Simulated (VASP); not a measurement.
# AlGa3P4 (an interface model) in VASP: further runs

AlGa3P4 (an interface model) is run at these levels: PBEsol; tasks: single point.

All numbers are computed with VASP 6.6.1; they aren't measurements. Logs are shortened: lines on timing, memory, paths and dates and some standing lists are left out, and cuts for length are marked.

**1. The cell of the first run**

The cell holds layers of an interface, 8 atoms: a = 3.846 Å, b = 5.438 Å, c = 7.714 Å, α = 90.00°, β = 90.00°, γ = 90.00°.

**2. Single point, PBEsol**

Input file INCAR:

```
SYSTEM = AlGa3P4
PREC     = Accurate       ! precision mode
ENCUT    = 400            ! plane-wave cutoff, eV
EDIFF    = 1E-6           ! SCF threshold, eV
ISMEAR   = -1             ! smearing method
SIGMA    = 0.05           ! smearing width, eV
LREAL    = .False.        ! projectors in reciprocal space
LASPH    = .True.         ! aspherical terms in the spheres
NELM     = 120            ! most SCF steps
ALGO     = Normal         ! electronic algorithm
ISIF     = 2              ! what is computed and relaxed
LWAVE    = .False.        ! write WAVECAR
LCHARG   = .False.        ! write CHGCAR
GGA      = PS             ! functional
NBANDS   = 41             ! bands
GGA_COMPAT= .False.
```

Input file KPOINTS:

```
regular mesh
0
Gamma
  6 4 3
  0 0 0
```

Input file POSCAR:

```
AlGa3P4
1.0
    2.7192440000     -2.7192440000      0.0000000000
    0.0000000000      0.0000000000      5.4384880000
   -5.4546133329     -5.4546133329      0.0000000000
Ga P Al
3 4 1
Direct
    0.0000000000      0.0002340000      0.9999400000
    0.0000000000      0.0002430000      0.4981920000
    0.5000000000      0.5004730000      0.2490400000
    0.0000000000      0.2486060000      0.7490600000
    0.0000000000      0.2506830000      0.2490610000
    0.5000000000      0.7500030000      0.4984710000
    0.5000000000      0.7499840000      0.9996140000
    0.5000000000      0.4997750000      0.7490380000
```

Potentials or basis: VASP PAW PBE potentials, release 64 (Ga_d, P, Al).

The run is started by

```bash
$ cat potpaw_PBE.64/Ga_d/POTCAR potpaw_PBE.64/P/POTCAR potpaw_PBE.64/Al/POTCAR > POTCAR
$ mpirun -np 1 vasp_std > vasp.out
```

OUTCAR:

```text
SYSTEM = AlGa3P4
   PREC = Accurate
   ENCUT = 400
   EDIFF = 1E-6
   ISMEAR = -1
   LREAL = .False.
   LASPH = .True.
   NELM = 120
   ISIF = 2
   GGA = PS

 ion  position               nearest neighbor table
   1  0.000  0.000  1.000-   5 2.36   7 2.36   7 2.36   4 2.36
   2  0.000  0.000  0.498-   5 2.36   6 2.36   6 2.36   4 2.36
   3  0.500  0.500  0.249-   5 2.35   5 2.35   7 2.35   6 2.35
   4  0.000  0.249  0.749-   8 2.36   8 2.36   2 2.36   1 2.36
   5  0.000  0.251  0.249-   3 2.35   3 2.35   1 2.36   2 2.36
   6  0.500  0.750  0.498-   3 2.35   2 2.36   2 2.36   8 2.36
   7  0.500  0.750  1.000-   3 2.35   1 2.36   1 2.36   8 2.36
   8  0.500  0.500  0.749-   4 2.36   4 2.36   7 2.36   6 2.36

  LATTYP: Found a simple orthorhombic cell.
 ALAT       =     3.8455917442
 B/A-ratio  =     1.4142135624
 C/A-ratio  =     2.0059300794

  Lattice vectors:

 A1 = (   2.7192440000,  -2.7192440000,   0.0000000000)
 A2 = (   0.0000000000,   0.0000000000,   5.4384880000)
 A3 = (  -5.4546133329,  -5.4546133329,   0.0000000000)

Analysis of symmetry for initial positions (statically):
=====================================================================
 Subroutine PRICEL returns:
 Original cell was already a primitive cell.

 Routine SETGRP: Setting up the symmetry group for a
 simple orthorhombic supercell.

 Subroutine GETGRP returns: Found  2 space group operations
 (whereof  2 operations were pure point group operations)
 out of a pool of  8 trial point group operations.

The static configuration has the point symmetry C_1h.

Analysis of symmetry for dynamics (positions and initial velocities):
=====================================================================
 Subroutine PRICEL returns:
 Original cell was already a primitive cell.

 Routine SETGRP: Setting up the symmetry group for a
 simple orthorhombic supercell.

 Subroutine GETGRP returns: Found  2 space group operations
 (whereof  2 operations were pure point group operations)
 out of a pool of  8 trial point group operations.

The dynamic configuration has the point symmetry C_1h.

 Subroutine INISYM returns: Found  2 space group operations
 (whereof  2 operations are pure point group operations),
 and found     1 'primitive' translations

----------------------------------------------------------------------------------------

                                     Primitive cell

  volume of cell :     161.3319

  direct lattice vectors                    reciprocal lattice vectors
     2.719244000 -2.719244000  0.000000000     0.183874636 -0.183874636  0.000000000
     0.000000000  0.000000000  5.438488000     0.000000000  0.000000000  0.183874636
    -5.454613333 -5.454613333  0.000000000    -0.091665526 -0.091665526  0.000000000

  length of vectors
     3.845591744  5.438488000  7.713988153     0.260038004  0.183874636  0.129634630

  position of ions in fractional coordinates (direct lattice)
     0.000000000  0.000234000  0.999940000
     0.000000000  0.000243000  0.498192000
     0.500000000  0.500473000  0.249040000
     0.000000000  0.248606000  0.749060000
     0.000000000  0.250683000  0.249061000
     0.500000000  0.750003000  0.498471000
     0.500000000  0.749984000  0.999614000
     0.500000000  0.499775000  0.749038000

  ion indices of the primitive-cell ions
   primitive index   ion index
                 1           1
                 2           2
                 3           3
                 4           4
                 5           5
                 6           6
                 7           7
                 8           8

----------------------------------------------------------------------------------------

 KPOINTS: regular mesh

Automatic generation of k-mesh.
 Grid dimensions read from file:
 generate k-points for:    6    4    3

 Generating k-lattice:

  Cartesian coordinates                     Fractional coordinates (reciprocal lattice)
     0.030645773 -0.030645773  0.000000000     0.166666667  0.000000000  0.000000000
     0.000000000  0.000000000  0.045968659     0.000000000  0.250000000  0.000000000
    -0.030555175 -0.030555175  0.000000000     0.000000000  0.000000000  0.333333333

  Length of vectors
     0.043339667  0.045968659  0.043211543

  Shift w.r.t. Gamma in fractional coordinates (k-lattice)
     0.000000000  0.000000000  0.000000000

 Subroutine IBZKPT returns following result:
 ===========================================

 Found     28 irreducible k-points:

 Following reciprocal coordinates:
            Coordinates               Weight
  0.000000  0.000000  0.000000      1.000000
  0.166667  0.000000  0.000000      2.000000
  0.333333  0.000000  0.000000      2.000000
  0.500000  0.000000  0.000000      1.000000
  0.000000  0.250000  0.000000      2.000000
  0.166667  0.250000  0.000000      4.000000
[... 16 lines left out ...]
  0.500000  0.250000  0.333333      2.000000
  0.500000  0.250000 -0.333333      2.000000
 [... further k-points ...]
   k-points           NKPTS =     28   k-points in BZ     NKDIM =     28   number of bands    NBANDS=     41
   number of dos      NEDOS =    301   number of ions     NIONS =      8
   total plane-waves  NPLWV =  50400
   dimension x,y,z NGX =    28 NGY =   36 NGZ =   50
   dimension x,y,z NGXF=    56 NGYF=   72 NGZF=  100
   ions per type =               3   4   1
   NGX,Y,Z   is equivalent  to a cutoff of  12.10, 11.00, 10.78 a.u.
   NGXF,Y,Z  is equivalent  to a cutoff of  24.21, 22.01, 21.55 a.u.
 SYSTEM =  AlGa3P4
   PREC   = accura    normal or accurate (medium, high low for compatibility)
   ISTART =      0    job   : 0-new  1-cont  2-samecut
   ICHARG =      2    charge: 1-file 2-atom 10-const
   ISPIN  =      1    spin polarized calculation?
   LNONCOLLINEAR =      F non collinear calculations
   LSORBIT =      F    spin-orbit coupling
   LASPH  =      T    aspherical Exc in radial PAW
   ENCUT  =  400.0 eV  29.40 Ry    5.42 a.u.   6.27  8.87 12.58*2*pi/ulx,y,z
   NELM   =    120;   NELMIN=  2; NELMDL= -5     # of ELM steps
   EDIFF  = 0.1E-05   stopping-criterion for ELM
   LREAL  =      F    real-space projection
   EDIFFG = 0.1E-04   stopping-criterion for IOM
   NSW    =      0    number of steps for IOM
   IBRION =     -1    ionic relax: 0-MD 1-quasi-New 2-CG
   NFREE  =      0    steps in history (QN), initial steepest desc. (CG)
   ISIF   =      2    stress and relaxation
   ISYM   =      2    0-nonsym 1-usesym 2-fastsym
   POTIM  = 0.5000    time-step for ionic-motion
   TEBEG  =    0.0;   TEEND  =   0.0 temperature during run
   PSTRESS=    0.0 pullay stress
   NELECT =      62.0000    total number of electrons
   NUPDOWN=      -1.0000    fix difference up-down
   EMIN   =  10.00;   EMAX   =-10.00  energy-range for DOS
   EFERMI =   0.00;   METHOD = LEGACY
   ISMEAR =    -1;   SIGMA  =   0.05  broadening in eV -4-tet -1-fermi 0-gaus
   EFERMI_NEDOS =   21; number of points for ismear=-14 and -15
   IALGO  =     38    algorithm
   IMIX   =      4    mixing-type and parameters
     AMIX     =   0.40;   BMIX     =  1.00
     AMIX_MAG =   1.60;   BMIX_MAG =  1.00
  volume/ion in A,a.u.               =      20.17       136.09
  Fermi-wavevector in a.u.,A,eV,Ry     =   1.190233  2.249214 19.274753  1.416654
  Thomas-Fermi vector in A             =   2.326322
   LORBIT       =      0    0 simple, 1 ext, 2 COOP (PROOUT), +10 PAW based schemes
   GGA     = PS    functional components
   LHFCALC =     F    Hartree Fock is set to
   AEXX    =    0.0000 exact exchange contribution
   IVDW    =     0    specifies the selected vdW correction
   LEPSILON=     F    determine dielectric tensor
   LRPA    =     F    only Hartree local field effects (RPA)
 non-spin polarized calculation
  energy-cutoff  :      400.00
  volume of cell :      161.33
 maximum number of plane-waves:      2964
 NGX is ok and might be reduce to    28
   NGX = 13   NGY = 17   NGZ = 25

 number of electron      62.0000033 magnetization

 Free energy of the ion-electron system (eV)
  ---------------------------------------------------
  ext. energy  EPLUGINS =         0.00000000
  ---------------------------------------------------
  free energy    TOTEN  =       -40.72086264 eV

  energy without entropy =      -40.72086259  energy(sigma->0) =      -40.72086262

 E-fermi :   5.3525     XC(G=0):  -9.8780

 val. band max:        4.6222983635   @ k =   0.0000   0.0000   0.0000
 cond. band min:       6.0902722864   @ k =   0.5000   0.0000   0.0000
 fundamental gap:      1.4679739229
 Fermi energy:         5.3525103284

 k-point     1 :       0.0000    0.0000    0.0000
  band No.  band energies     occupation
      1      -9.9315      2.00000
      2      -9.8818      2.00000
      3      -9.8768      2.00000
      4      -9.8216      2.00000
      5      -9.8185      2.00000
      6      -9.8132      2.00000
[... 33 lines left out ...]
     40      10.3372      0.00000
     41      10.5240      0.00000

 k-point     2 :       0.1667    0.0000    0.0000
  band No.  band energies     occupation
      1      -9.9278      2.00000
      2      -9.8845      2.00000
      3      -9.8835      2.00000
      4      -9.8315      2.00000
      5      -9.8124      2.00000
      6      -9.8046      2.00000
[... 33 lines left out ...]
     40       9.2248      0.00000
     41       9.6040      0.00000

 k-point     3 :       0.3333    0.0000    0.0000
  band No.  band energies     occupation
      1      -9.9296      2.00000
      2      -9.9030      2.00000
      3      -9.8863      2.00000
      4      -9.8456      2.00000
      5      -9.8047      2.00000
      6      -9.7895      2.00000
[... 875 lines left out ...]
      2      -9.9102      2.00000
      3      -9.8881      2.00000
      4      -9.8494      2.00000
      5      -9.8004      2.00000
      6      -9.7872      2.00000
[... 33 lines left out ...]
     40      10.6929      0.00000
     41      10.8329      0.00000

 k-point    24 :       0.5000    0.2500   -0.3333
  band No.  band energies     occupation
      1      -9.9263      2.00000
      2      -9.9102      2.00000
      3      -9.8881      2.00000
      4      -9.8494      2.00000
      5      -9.8004      2.00000
      6      -9.7871      2.00000
[... 33 lines left out ...]
     40      10.6931      0.00000
     41      10.9744      0.00000

 [... further k-points ...]

------------------------ aborting loop because EDIFF is reached ----------------------------------------

  FORCE on cell =-STRESS in cart. coord.  units (eV):
  Direction    XX          YY          ZZ          XY          YZ          ZX
  --------------------------------------------------------------------------------------
  -------------------------------------------------------------------------------------
  Total       -0.0180598     -0.0180598     -0.0699480     -0.1921196      0.0000550      0.0000550
  in kB       -0.1793504     -0.1793504     -0.6946488     -1.9079280      0.0005464      0.0005463
  external PRESSURE =      -0.3511165 kB  Pullay stress =       0.0000000 kB

 VOLUME and BASIS-vectors are now :
 -----------------------------------------------------------------------------
  energy-cutoff  :      400.00
  volume of cell :      161.33
      direct lattice vectors                 reciprocal lattice vectors
     2.719244000 -2.719244000  0.000000000     0.183874636 -0.183874636  0.000000000
     0.000000000  0.000000000  5.438488000     0.000000000  0.000000000  0.183874636
    -5.454613333 -5.454613333  0.000000000    -0.091665526 -0.091665526  0.000000000

 POSITION                                       TOTAL-FORCE (eV/Angst)
 -----------------------------------------------------------------------------------
     -5.45429     -5.45429      0.00127        -0.000490     -0.000490     -0.001356
     -2.71744     -2.71744      0.00132         0.000217      0.000217     -0.001363
      0.00121     -2.71804      2.72182        -0.000731     -0.000731      0.001958
     -4.08583     -4.08583      1.35204         0.000090      0.000090     -0.009339
     -1.35853     -1.35853      1.36334         0.000287      0.000287     -0.000302
     -1.35934     -4.07859      4.07888         0.004482      0.004482      0.004288
     -4.09289     -6.81213      4.07878        -0.004048     -0.004048      0.005248
     -2.72609     -5.44533      2.71802         0.000192      0.000192      0.000866
 -----------------------------------------------------------------------------------
    total drift:                               -0.001997     -0.001997      0.000294

  FREE ENERGIE OF THE ION-ELECTRON SYSTEM (eV)
  ---------------------------------------------------
  free  energy   TOTEN  =       -40.7208626430 eV

  energy  without entropy=      -40.7208625876  energy(sigma->0) =      -40.72086262
```

Run time: 79 s. Hardware: 1 thread of Intel Xeon Platinum 8488C (Sapphire Rapids), shared host; peak memory 0.26 GiB.

What came out:

```yaml
Free_energy: -40.7209 eV
Pressure: 0.0 GPa
Largest_force: 0.009 eV/Å
Band_gap_on_the_k_mesh: 1.47 eV (least direct gap 1.47 eV)
```

Forces in eV/Å, atoms in the order of the input:
```
Ga   0.000  0.000 -0.001
Ga   0.000  0.000 -0.001
Ga  -0.001 -0.001  0.002
P    0.000  0.000 -0.009
P    0.000  0.000  0.000
P    0.004  0.004  0.004
P   -0.004 -0.004  0.005
Al   0.000  0.000  0.001
```

Caveat: the PAW data sets were made with another functional, which shifts forces and pressure a little.

**3. Single point, PBEsol**

Input file INCAR:

```
PREC     = Accurate       # precision mode
ENCUT    = 400            # plane-wave cutoff, eV
EDIFF    = 1E-6           # SCF threshold, eV
ISMEAR   = -1             # smearing method
SIGMA    = 0.05           # smearing width, eV
LREAL    = False          # projectors in reciprocal space
LASPH    = True           # aspherical terms in the spheres
NELM     = 120            # most SCF steps
ALGO     = Normal         # electronic algorithm
ISIF     = 2              # what is computed and relaxed
LWAVE    = False          # write WAVECAR
LCHARG   = True           # write CHGCAR
GGA      = PS             # functional
LELF     = True           # ELF
LVHAR    = True         
NBANDS   = 41             # bands
GGA_COMPAT= False
```

Input file KPOINTS:

```
regular mesh
0
Gamma
  6 4 3
```

Input file POSCAR:

```
AlGa3P4
1.0
    2.7192440000     -2.7192440000      0.0000000000
    0.0000000000      0.0000000000      5.4384880000
   -5.4522740000     -5.4522740000      0.0000000000
Ga P Al
3 4 1
Direct
    0.0000000000      0.0000000000      0.0000000000
    0.0000000000      0.0000000000      0.4987360000
    0.5000000000      0.5000000000      0.2493680000
    0.0000000000      0.2500000000      0.7481040000
    0.0000000000      0.2500000000      0.2493680000
    0.5000000000      0.7500000000      0.4987360000
    0.5000000000      0.7500000000      0.0000000000
    0.5000000000      0.5000000000      0.7481040000
```

Potentials or basis: VASP PAW PBE potentials, release 64 (Ga_d, P, Al).

The run is started by

```bash
$ cat potpaw_PBE.64/Ga_d/POTCAR potpaw_PBE.64/P/POTCAR potpaw_PBE.64/Al/POTCAR > POTCAR
$ mpirun -np 1 vasp_std > vasp.out
```

OUTCAR:

```text
PREC = Accurate
   ENCUT = 400
   EDIFF = 1E-6
   ISMEAR = -1
   LREAL = False
   LASPH = True
   NELM = 120
   ISIF = 2
   GGA = PS

 ion  position               nearest neighbor table
   1  0.000  0.000  0.000-   7 2.35   7 2.35   5 2.35   4 2.37
   2  0.000  0.000  0.499-   6 2.35   6 2.35   4 2.35   5 2.35
   3  0.500  0.500  0.249-   5 2.35   5 2.35   7 2.35   6 2.35
   4  0.000  0.250  0.748-   8 2.35   8 2.35   2 2.35   1 2.37
   5  0.000  0.250  0.249-   3 2.35   3 2.35   1 2.35   2 2.35
   6  0.500  0.750  0.499-   2 2.35   2 2.35   8 2.35   3 2.35
   7  0.500  0.750  0.000-   1 2.35   1 2.35   3 2.35   8 2.37
[... 1270 lines left out ...]
  Total        0.0378399      0.0378399     -0.0367636     -0.2148820      0.0029971      0.0029970
  in kB        0.3759472      0.3759472     -0.3652541     -2.1348958      0.0297767      0.0297761
  external PRESSURE =       0.1288801 kB  Pullay stress =       0.0000000 kB

 VOLUME and BASIS-vectors are now :
 -----------------------------------------------------------------------------
  energy-cutoff  :      400.00
  volume of cell :      161.26
      direct lattice vectors                 reciprocal lattice vectors
     2.719244000 -2.719244000  0.000000000     0.183874636 -0.183874636  0.000000000
     0.000000000  0.000000000  5.438488000     0.000000000  0.000000000  0.183874636
    -5.452274000 -5.452274000  0.000000000    -0.091704856 -0.091704856  0.000000000

 POSITION                                       TOTAL-FORCE (eV/Angst)
 -----------------------------------------------------------------------------------
      0.00000      0.00000      0.00000         0.030262      0.030262      0.040786
     -2.71925     -2.71925      0.00000         0.022063      0.022063     -0.004248
     -0.00000     -2.71924      2.71924         0.002474      0.002474     -0.001156
     -4.07887     -4.07887      1.35962        -0.068702     -0.068702     -0.089873
     -1.35962     -1.35962      1.35962         0.007895      0.007895      0.022255
     -1.35962     -4.07887      4.07887         0.036702      0.036702      0.032407
      1.35962     -1.35962      4.07887         0.033883      0.033883     -0.026790
     -2.71925     -5.43849      2.71924        -0.064577     -0.064577      0.026619
 -----------------------------------------------------------------------------------
    total drift:                               -0.001195     -0.001195      0.000378

  FREE ENERGIE OF THE ION-ELECTRON SYSTEM (eV)
  ---------------------------------------------------
  free  energy   TOTEN  =       -40.7195215468 eV

  energy  without entropy=      -40.7195214918  energy(sigma->0) =      -40.71952152
```

OSZICAR:

```text
N       E                     dE             d eps       ncg     rms          rms(c)
DAV:   1     0.446293904159E+03    0.44629E+03   -0.23976E+04  2465   0.172E+03
DAV:   2     0.271176047551E+02   -0.41918E+03   -0.39696E+03  2473   0.461E+02
DAV:   3    -0.382682757996E+02   -0.65386E+02   -0.63270E+02  2710   0.139E+02
DAV:   4    -0.418542512064E+02   -0.35860E+01   -0.35588E+01  2905   0.340E+01
DAV:   5    -0.419646920452E+02   -0.11044E+00   -0.11029E+00  3130   0.563E+00    0.850E+00
DAV:   6    -0.408846651169E+02    0.10800E+01   -0.17966E+00  3321   0.158E+01    0.513E+00
DAV:   7    -0.407283672157E+02    0.15630E+00   -0.97935E-01  2813   0.425E+00    0.187E+00
DAV:   8    -0.407196742370E+02    0.86930E-02   -0.15565E-01  2963   0.417E+00    0.452E-01
DAV:   9    -0.407192805183E+02    0.39372E-03   -0.17050E-02  3364   0.187E+00    0.120E-01
DAV:  10    -0.407193869432E+02   -0.10642E-03   -0.21957E-03  2978   0.548E-01    0.606E-02
DAV:  11    -0.407195089358E+02   -0.12199E-03   -0.34110E-04  3228   0.257E-01    0.284E-02
DAV:  12    -0.407195190638E+02   -0.10128E-04   -0.55183E-05  2854   0.991E-02    0.170E-02
DAV:  13    -0.407195215242E+02   -0.24605E-05   -0.11342E-05  2889   0.541E-02    0.742E-03
DAV:  14    -0.407195215468E+02   -0.22517E-07   -0.32098E-06  2314   0.545E-02
   1 F= -.40719522E+02 E0= -.40719522E+02  d E =-.549370E-07
```

Wall time 81 s (1 thread of Intel Xeon Platinum 8488C (Sapphire Rapids), shared host); peak memory 0.27 GiB.

What came out:

```yaml
Free_energy: -40.7195 eV
Pressure: 0.0 GPa
Largest_force: 0.132 eV/Å
Band_gap_on_the_k_mesh: 1.47 eV (least direct gap 1.48 eV)
```

Forces on the atoms (eV/Å):
```
Ga   0.030  0.030  0.041
Ga   0.022  0.022 -0.004
Ga   0.002  0.002 -0.001
P   -0.069 -0.069 -0.090
P    0.008  0.008  0.022
P    0.037  0.037  0.032
P    0.034  0.034 -0.027
Al  -0.065 -0.065  0.027
```

Stress tensor (GPa, compression positive):
```
 0.04 -0.21  0.00
-0.21  0.04  0.00
 0.00  0.00 -0.04
```

Caveat: the PAW data sets were made with another functional, which shifts forces and pressure a little.
